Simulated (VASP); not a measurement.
# GaSi31 (a cell with a defect) in VASP: single point with LDA

Aim: the single point of GaSi31 (a cell with a defect) with LDA.

Everything below comes from runs of VASP 6.6.1. Logs are shortened: lines on timing, memory, paths and dates and some standing lists are left out, and cuts for length are marked.

**1. The cell of the first run**

The cell holds a defect, 32 atoms: a = 9.356 Å, b = 9.356 Å, c = 9.356 Å, α = 109.47°, β = 109.47°, γ = 109.47°.

**2. Single point, LDA**

INCAR

```
ALGO = Normal
EDIFF = 1E-6
ENCUT = 520
GGA = CA
ISIF = 2
ISMEAR = 0
LASPH = True
LCHARG = False
LREAL = Auto
LWAVE = False
NBANDS = 90
NELECT = 138.0
NELM = 60
PREC = Accurate
SIGMA = 0.02
```

KPOINTS

```
k-points
0
Gamma
  3 3 3
```

POSCAR

```
GaSi31
1.0
    5.4019422732     -5.4019422732     -5.4019422732
   -5.4019422732     -5.4019422732      5.4019422732
   -5.4019422732      5.4019422732     -5.4019422732
Ga Si
1 31
Direct
    0.0004080751      0.2497596885      0.4992713141
    1.0005247235      0.4986123923      0.2474047003
    1.0004436985      0.7497725509      0.9993943399
    0.7484361277      0.2497997184      0.7482476998
    1.0005245138      0.9977539986      0.7482510516
    0.7483817357      0.4985738354      0.4994378018
    0.7517578889      0.7489482506      0.2507439597
    0.5004496255      0.2497590014     -0.0006017423
    0.7516876151      1.0010224513      0.9985468707
    0.5013671666      0.5019341000      0.7516070150
    0.5004190054      0.7497530696      0.4993717547
    0.2492884848      0.2497987666      0.2474043938
    0.4996728083      0.0010964596      0.2507666437
    0.2525612855      0.5018735069      1.0002426889
    0.2526086204      0.7506331529      0.7515725436
    0.2492216196     -0.0022753968      0.4994405553
    0.2519842837      0.5012764729      0.7509238807
    0.2507049724      0.7488764963      0.4995046345
    0.2492664191     -0.0004541016      0.2492141661
    0.0005117584      0.5000189013     -0.0015003156
    0.2507150425      0.2498375995     -0.0014722817
    0.0005021851      0.7488267413      0.7496180542
    0.0004865023     -0.0017270314      0.4994772737
    0.7502530272      0.4985618700      0.2492059095
    0.0004793779      0.2497887519      0.2477767715
    0.7516912526      0.7508249714      0.0004979547
    0.7502439436     -0.0004667990      0.7481967510
    0.4995124614      0.5000233791      0.4994993938
    0.7489495025      0.2498597625      0.4995130046
    0.5014546561      0.7507695840      0.2505792059
    0.5014667469      0.0009871923      0.0004729214
    0.4995178493      0.2498010383      0.7496257351
```

Potentials or basis: VASP PAW LDA potentials, release 64 (Ga_d, Si).

Command:

```
$ cat potpaw_LDA.64/Ga_d/POTCAR potpaw_LDA.64/Si/POTCAR > POTCAR
$ mpirun -np 1 vasp_std > vasp.out
```

OUTCAR:

```text
EDIFF = 1E-6
   ENCUT = 520
   GGA = CA
   ISIF = 2
   ISMEAR = 0
   LASPH = True
   LREAL = Auto
   NELECT = 138.0
   NELM = 60
   PREC = Accurate

 ion  position               nearest neighbor table
   1  0.000  0.250  0.499-  25 2.35  29 2.35  23 2.35  17 2.35
   2  0.001  0.499  0.247-  25 2.33  20 2.33  18 2.35  24 2.35
   3  0.000  0.750  0.999-  26 2.33  19 2.33  20 2.33  22 2.33
   4  0.748  0.250  0.748-  29 2.33  32 2.33  20 2.35  27 2.35
   5  0.001  0.998  0.748-  23 2.33  22 2.33  21 2.35  27 2.35
   6  0.748  0.499  0.499-  29 2.33  28 2.33  22 2.35  24 2.35
[... 24 lines left out ...]
  31  0.501  0.001  0.000-  15 2.33   8 2.33   9 2.35  13 2.35
  32  0.500  0.250  0.750-   4 2.33   8 2.33  16 2.35  10 2.35

  LATTYP: Found a body centered cubic cell.
 ALAT       =    10.8038845464

  Lattice vectors:

 A1 = (   5.4019422732,  -5.4019422732,  -5.4019422732)
 A2 = (  -5.4019422732,  -5.4019422732,   5.4019422732)
 A3 = (  -5.4019422732,   5.4019422732,  -5.4019422732)

Analysis of symmetry for initial positions (statically):
=====================================================================
 Subroutine PRICEL returns:
 Original cell was already a primitive cell.

 Routine SETGRP: Setting up the symmetry group for a
 body centered cubic supercell.

 Subroutine GETGRP returns: Found  1 space group operations
 (whereof  1 operations were pure point group operations)
 out of a pool of 48 trial point group operations.

The static configuration has the point symmetry C_1 .

Analysis of symmetry for dynamics (positions and initial velocities):
=====================================================================
 Subroutine PRICEL returns:
 Original cell was already a primitive cell.

 Routine SETGRP: Setting up the symmetry group for a
 body centered cubic supercell.

 Subroutine GETGRP returns: Found  1 space group operations
 (whereof  1 operations were pure point group operations)
 out of a pool of 48 trial point group operations.

The dynamic configuration has the point symmetry C_1 .

 Subroutine INISYM returns: Found  1 space group operations
 (whereof  1 operations are pure point group operations),
 and found     1 'primitive' translations

[... 146 lines left out ...]
   NSW    =      0    number of steps for IOM
   IBRION =     -1    ionic relax: 0-MD 1-quasi-New 2-CG
   NFREE  =      0    steps in history (QN), initial steepest desc. (CG)
   ISIF   =      2    stress and relaxation
   ISYM   =      2    0-nonsym 1-usesym 2-fastsym
   POTIM  = 0.5000    time-step for ionic-motion
   TEBEG  =    0.0;   TEEND  =   0.0 temperature during run
   PSTRESS=    0.0 pullay stress
   NELECT =     138.0000    total number of electrons
   NUPDOWN=      -1.0000    fix difference up-down
   EMIN   =  10.00;   EMAX   =-10.00  energy-range for DOS
   EFERMI =   0.00;   METHOD = LEGACY
   ISMEAR =     0;   SIGMA  =   0.02  broadening in eV -4-tet -1-fermi 0-gaus
   EFERMI_NEDOS =   21; number of points for ismear=-14 and -15
   IALGO  =     38    algorithm
   IMIX   =      4    mixing-type and parameters
     AMIX     =   0.40;   BMIX     =  1.00
     AMIX_MAG =   1.60;   BMIX_MAG =  1.00
  volume/ion in A,a.u.               =      19.70       132.97
  Fermi-wavevector in a.u.,A,eV,Ry     =   0.986578  1.864361 13.243032  0.973335
  Thomas-Fermi vector in A             =   2.117969
   LORBIT       =      0    0 simple, 1 ext, 2 COOP (PROOUT), +10 PAW based schemes
   GGA     = CA    functional components
   LHFCALC =     F    Hartree Fock is set to
   AEXX    =    0.0000 exact exchange contribution
   IVDW    =     0    specifies the selected vdW correction
   LEPSILON=     F    determine dielectric tensor
   LRPA    =     F    only Hartree local field effects (RPA)
 non-spin polarized calculation
 Gauss-broadening in eV      SIGMA  =   0.02
  energy-cutoff  :      520.00
  volume of cell :      630.54
 maximum number of plane-waves:     17007
 NGX is ok and might be reduce to    70
   NGX = 35   NGY = 35   NGZ = 35

 number of electron     137.9999983 magnetization

 Free energy of the ion-electron system (eV)
  ---------------------------------------------------
  ext. energy  EPLUGINS =         0.00000000
  ---------------------------------------------------
  free energy    TOTEN  =      -181.92174815 eV

  energy without entropy =     -181.92174815  energy(sigma->0) =     -181.92174815

 E-fermi :   6.1646     XC(G=0):  -9.7270

 val. band max:        6.0272174097   @ k =   0.0000   0.0000   0.0000
 cond. band min:       6.4763667610   @ k =   0.0000   0.0000   0.0000
 fundamental gap:      0.4491493513
 Fermi energy:         6.1646339706

 k-point     1 :       0.0000    0.0000    0.0000
  band No.  band energies     occupation
      1      -8.3838      2.00000
      2      -8.3837      2.00000
      3      -8.3837      2.00000
      4      -8.3062      2.00000
      5      -8.3062      2.00000
      6      -6.1855      2.00000
[... 1165 lines left out ...]
     80       8.1511      0.00000
     81       8.5385      0.00000
 [bands above 81 left out]

------------------------ aborting loop because EDIFF is reached ----------------------------------------

  FORCE on cell =-STRESS in cart. coord.  units (eV):
  Direction    XX          YY          ZZ          XY          YZ          ZX
  --------------------------------------------------------------------------------------
  -------------------------------------------------------------------------------------
  Total       11.7088152     11.7066247     11.7125091     -0.0040366      0.0041126      0.0097840
  in kB       29.7518328     29.7462669     29.7612190     -0.0102568      0.0104500      0.0248609
  external PRESSURE =      29.7531062 kB  Pullay stress =       0.0000000 kB

 VOLUME and BASIS-vectors are now :
 -----------------------------------------------------------------------------
  energy-cutoff  :      520.00
  volume of cell :      630.54
      direct lattice vectors                 reciprocal lattice vectors
     5.401942273 -5.401942273 -5.401942273     0.000000000 -0.092559301 -0.092559301
    -5.401942273 -5.401942273  5.401942273    -0.092559301 -0.092559301  0.000000000
    -5.401942273  5.401942273 -5.401942273    -0.092559301  0.000000000 -0.092559301

 POSITION                                       TOTAL-FORCE (eV/Angst)
 -----------------------------------------------------------------------------------
     -4.04402      1.34564     -1.35005        -0.001858      0.001909     -0.004078
     -4.02711     -1.35984      1.35417        -0.000389      0.000823      0.000878
     -9.44650      1.34605     -1.35084         0.002071     -0.001380     -0.000757
     -1.34839     -1.35042     -6.73560        -0.000319      0.000976      0.001022
     -9.42899     -1.35063      1.34497        -0.000077      0.000642      0.000317
     -1.34849     -4.03805     -4.04738         0.000069     -0.000515      0.000273
[... 24 lines left out ...]
      2.70101     -2.71167     -2.70612         0.000923      0.000823     -0.000492
     -2.70048      0.00166     -5.39839        -0.000211      0.000649      0.002355
 -----------------------------------------------------------------------------------
    total drift:                                0.002473      0.006079     -0.005319

  FREE ENERGIE OF THE ION-ELECTRON SYSTEM (eV)
  ---------------------------------------------------
  free  energy   TOTEN  =      -181.9217481533 eV

  energy  without entropy=     -181.9217481533  energy(sigma->0) =     -181.92174815
```

OSZICAR:

```text
N       E                     dE             d eps       ncg     rms          rms(c)
DAV:   1     0.523315838071E+03    0.52332E+03   -0.53192E+04  2520   0.135E+03
DAV:   2    -0.114167791684E+03   -0.63748E+03   -0.59800E+03  2976   0.239E+02
DAV:   3    -0.183272540524E+03   -0.69105E+02   -0.67038E+02  3058   0.827E+01
DAV:   4    -0.186496507337E+03   -0.32240E+01   -0.31955E+01  3200   0.185E+01
DAV:   5    -0.186599613955E+03   -0.10311E+00   -0.10273E+00  3248   0.332E+00    0.204E+01
DAV:   6    -0.183280368005E+03    0.33192E+01   -0.21489E+00  3000   0.368E+00    0.123E+01
DAV:   7    -0.181923101430E+03    0.13573E+01   -0.35997E+00  2960   0.409E+00    0.994E-01
DAV:   8    -0.181920119591E+03    0.29818E-02   -0.26070E-01  3224   0.161E+00    0.581E-01
DAV:   9    -0.181921711434E+03   -0.15918E-02   -0.17486E-02  3528   0.415E-01    0.232E-01
DAV:  10    -0.181921691116E+03    0.20317E-04   -0.22273E-03  3072   0.164E-01    0.121E-01
DAV:  11    -0.181921744123E+03   -0.53006E-04   -0.20109E-04  3352   0.460E-02    0.375E-02
DAV:  12    -0.181921749060E+03   -0.49370E-05   -0.22241E-05  3288   0.179E-02    0.110E-02
DAV:  13    -0.181921748153E+03    0.90662E-06   -0.51869E-06  2944   0.607E-03
   1 F= -.18192175E+03 E0= -.18192175E+03  d E =-.367922E-23
```

Wall time 21 min (1 thread of Intel Xeon Platinum 8488C (Sapphire Rapids), shared host); peak memory 0.8 GiB.

What came out:

```
Free energy   : -181.9217 eV
Largest force : 0.010 eV/Å
```

Forces on the atoms (eV/Å):
```
Ga  -0.002  0.002 -0.004
Si   0.000  0.001  0.001
Si   0.002 -0.001 -0.001
Si   0.000  0.001  0.001
Si   0.000  0.001  0.000
Si   0.000 -0.001  0.000
Si   0.000  0.000  0.002
Si   0.002 -0.002  0.000
Si   0.000  0.000 -0.002
Si   0.001  0.000  0.001
Si   0.001 -0.002 -0.001
Si   0.000  0.001  0.001
Si   0.001  0.001  0.001
Si   0.000  0.001  0.000
Si  -0.001  0.000  0.002
Si   0.000  0.000  0.000
Si  -0.005 -0.006 -0.005
Si   0.000  0.001 -0.001
Si  -0.001 -0.001  0.000
Si  -0.001  0.001  0.001
Si   0.000  0.000  0.001
Si  -0.001  0.001  0.000
Si   0.005  0.004 -0.005
Si  -0.002  0.000 -0.001
Si   0.005 -0.006  0.005
Si   0.001  0.000  0.000
Si  -0.002 -0.001  0.000
Si   0.000  0.000 -0.002
Si  -0.004  0.004  0.005
Si  -0.001  0.000 -0.001
Si   0.001  0.001  0.000
Si   0.000  0.001  0.002
```

Caveat: the cell carries a net charge on a neutralising background, which shifts energy and pressure; the cell is charged against a uniform background, so pressure and absolute levels hang on convention.
